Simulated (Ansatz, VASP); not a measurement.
# KI: VASP beside Ansatz

```
K I
1.0
     0.00000    3.52455    3.52455
     3.52455    0.00000    3.52455
     3.52455    3.52455    0.00000
K I
1 1
Direct
  0.95486 0.04514 0.00000
  0.50000 0.50000 0.50000
```

Change from the starting cell: all K atoms moved +0.225 Å, as atom 1 along Cartesian [1 -1 0].

Alike in both runs: task single point; functional PBEsol; k mesh 6 × 6 × 6; occupations gaussian, width 0.05 eV; no spin polarisation.

|  | VASP | Ansatz |
| --- | --- | --- |
| version | VASP 6.6.1 | Ansatz 0.2.0 |
| potentials or method | VASP PAW PBE potentials, release 64 (K_sv, I), cutoff 520 eV | scalar-relativistic, plane waves, PAW |
| valence electrons in the cell | 16 | 26 |

Ansatz gave:

- gap on the k mesh at the Fermi level (eV): 3.85
- least direct gap on the mesh (eV): 3.85
- pressure (GPa): 0.0
- traceless stress, the component that is largest in VASP (GPa): -0.25
- rms of the force components (eV/Å): 0.133

Q: Estimate VASP's values.

A: gap on the k mesh at the Fermi level (eV): 3.84; least direct gap on the mesh (eV): 3.84; pressure (GPa): 0.0; traceless stress, the component that is largest in VASP (GPa): -0.25; rms of the force components (eV/Å): 0.135.

VASP's potentials were made for PBE, not for PBEsol. Atom by atom the forces differ by 0.002 eV/Å (rms over components). VASP's potentials hold 16 valence electrons a cell and Ansatz's 26, so a difference there can come from the potentials and not from the codes.

Neither program's run includes spin-orbit coupling.
